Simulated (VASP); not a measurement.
RbCl, 2 atoms in the cell. The structure is cubic, space group Fm-3m (No. 225). The conventional cell has a = 6.543 Å, b = 6.543 Å, c = 6.543 Å, α = 90.00°, β = 90.00°, γ = 90.00°. Within 4.3 Å of Rb (site symmetry m-3m) lie 6 Cl at 3.27 Å. Within 4.3 Å of Cl (site symmetry m-3m) lie 6 Rb at 3.27 Å. 

* Program: VASP 6.6.1
* Task: density of states
* Functional: PBEsol
* Potentials or basis: VASP PAW PBE potentials, release 64 (Rb_sv, Cl)
* Cutoff: 400 eV
* k mesh: 8 × 8 × 8
* Occupations: gaussian, width 0.05 eV
* Spin: no spin polarisation
* Dipole correction: no
* k mesh for the DOS: 12 × 12 × 12
* Occupations for the DOS: tetrahedron
* Further INCAR settings: ALGO = Normal; EDIFF = 1e-06

Potentials or basis: VASP PAW PBE potentials, release 64 (Rb_sv, Cl).

Run with:

```bash
$ cat potpaw_PBE.64/Rb_sv/POTCAR potpaw_PBE.64/Cl/POTCAR > POTCAR
$ cp INCAR.step1 INCAR
$ cp KPOINTS.step1 KPOINTS
$ mpirun -np 1 vasp_std > vasp.out
$ cp INCAR.step2 INCAR
$ cp KPOINTS.step2 KPOINTS
$ mpirun -np 1 vasp_std > vasp.out
```

Hardware: 1 thread of Intel(R) Xeon(R) 6975P-C (Granite Rapids), on a shared host.

Q: How long does it take, and how much memory?

A: Wall time 18 s on 1 thread of Intel(R) Xeon(R) 6975P-C (Granite Rapids) (shared host), peak memory 0.18 GiB. Counts: k points 72.
